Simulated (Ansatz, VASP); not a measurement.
## Two plane-wave programs on GaSb

File INCAR:

```
PREC     = Accurate       # precision mode
ENCUT    = 520            # plane-wave cutoff, eV
EDIFF    = 1E-7           # SCF threshold, eV
ISMEAR   = -1             # smearing method
SIGMA    = 0.05           # smearing width, eV
LREAL    = F              # projectors in reciprocal space
LASPH    = T              # aspherical terms in the spheres
NELM     = 100            # most SCF steps
ALGO     = Normal         # electronic algorithm
ISIF     = 2              # what is computed and relaxed
LWAVE    = F              # write WAVECAR
LCHARG   = F              # write CHGCAR
LDIPOL   = T            
IDIPOL   = 3            
DIPOL    = 0.5 0.5 0.500
GGA      = PE             # functional
NBANDS   = 46             # bands
```

Contents of KPOINTS:

```
Automatic mesh
0
Gamma
  7 7 1
```

Contents of POSCAR:

```
GaSb
1.0
    4.3260792873      0.0000000000      0.0000000000
   -2.1630396436      3.7464945616      0.0000000000
    0.0000000000      0.0000000000     26.4797440774
Sb Ga
4 4
Direct
    0.0000000000      0.0000000000      0.2832353658
    0.3333333333      0.6666666667      0.4166289868
    0.6666666667      0.3333333333      0.5500226079
    0.0000000000      0.0000000000      0.6834162289
    0.3333333333      0.6666666667      0.3165837711
    0.6666666667      0.3333333333      0.4499773921
    0.0000000000      0.0000000000      0.5833710132
    0.3333333333      0.6666666667      0.7167646342
```

The input input.yaml:

```yaml
crystal:
  lattice:
    - [4.3260792873, 0.0, 0.0]
    - [-2.1630396436, 3.7464945616, 0.0]
    - [0.0, 0.0, 26.4797440774]
  atoms:
    - { symbol: Sb, position: [0.0, 0.0, 0.2832353658] }
    - { symbol: Ga, position: [0.3333333333, 0.6666666667, 0.3165837711] }
    - { symbol: Sb, position: [0.3333333333, 0.6666666667, 0.4166289868] }
    - { symbol: Ga, position: [0.6666666667, 0.3333333333, 0.4499773921] }
    - { symbol: Sb, position: [0.6666666667, 0.3333333333, 0.5500226079] }
    - { symbol: Ga, position: [0.0, 0.0, 0.5833710132] }
    - { symbol: Sb, position: [0.0, 0.0, 0.6834162289] }
    - { symbol: Ga, position: [0.3333333333, 0.6666666667, 0.7167646342] }
hamiltonian:
  xc: pbe
  pseudopotentials: { kind: paw }
kpoints:
  mp_grid: { grid: [7, 7, 1] }
scf:
  occupations: { method: fermi_dirac, width: 0.05 }
output:
  forces: true
  eigenvalues: true
  write_density: true
  write_potential: true
  elf: true
  volumetric_format: npy
efield:
  axis: 3
  dipole_correction: true
  ramp_width: 0.04
```

Alike in both runs: task single point; functional PBE; k mesh 7 × 7 × 1; occupations fermi-dirac, width 0.05 eV; no spin polarisation.

```csv
,VASP,Ansatz
version,VASP 6.6.1,Ansatz 0.2.0
potentials or method,"VASP PAW PBE potentials, release 64 (Sb, Ga_d)",Ansatz PAW
plane-wave cutoff (eV),520,420
valence electrons in the cell,72,112
```

|  | VASP | Ansatz | Ansatz less VASP |
| --- | --- | --- | --- |
| gap on the k mesh at the Fermi level (eV) | none | none | - |
| rms of the force components (eV/Å) | 0.162 | 0.162 | +0.0008 |

A gap of «none» marks a metal or a gap that the smearing closes. VASP's potentials hold 72 valence electrons a cell and Ansatz's 112, so a difference there can come from the potentials and not from the codes.

Neither program's run includes spin-orbit coupling.
